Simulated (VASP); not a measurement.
A run of VASP 6.6.1:

The input INCAR:

```
  PREC = Accurate
  ENCUT = 500
  EDIFF = 1E-8
  ISMEAR = -1
  SIGMA = 0.15
  LREAL = F
  LASPH = T
  NELM = 120
  ALGO = Normal
  ISIF = 2
  LWAVE = F
  LCHARG = T
  GGA = PS
  NBANDS = 20
  IBRION = 8
  NSW = 1
  GGA_COMPAT = F
```

KPOINTS

```
regular mesh
0
Gamma
  12 12 10
```

POSCAR

```
SnS2
1.0
    3.3951120975      0.0000000000      0.0000000000
   -1.6975560487      2.9402533251      0.0000000000
    0.0000000000      0.0000000000      4.6490310327
Sn S
1 2
Direct
    0.0000000000      0.0000000000      0.0000000000
    0.6666666667      0.3333333333      0.3133369448
    0.3333333333      0.6666666667      0.6866630552
```

Potentials or basis: VASP PAW PBE potentials, release 64 (Sn_d, S).

Command:

```sh
$ cat potpaw_PBE.64/Sn_d/POTCAR potpaw_PBE.64/S/POTCAR > POTCAR
$ mpirun -np 1 vasp_std > vasp.out
```

Hardware: 1 thread of Intel(R) Xeon(R) 6975P-C (Granite Rapids), with other jobs on the host.

How long does it take, and how much memory?

It took 15 min on 1 thread of Intel(R) Xeon(R) 6975P-C (Granite Rapids) (shared host), peak memory 1.2 GiB. Counts: scf iterations 67, k points 162.
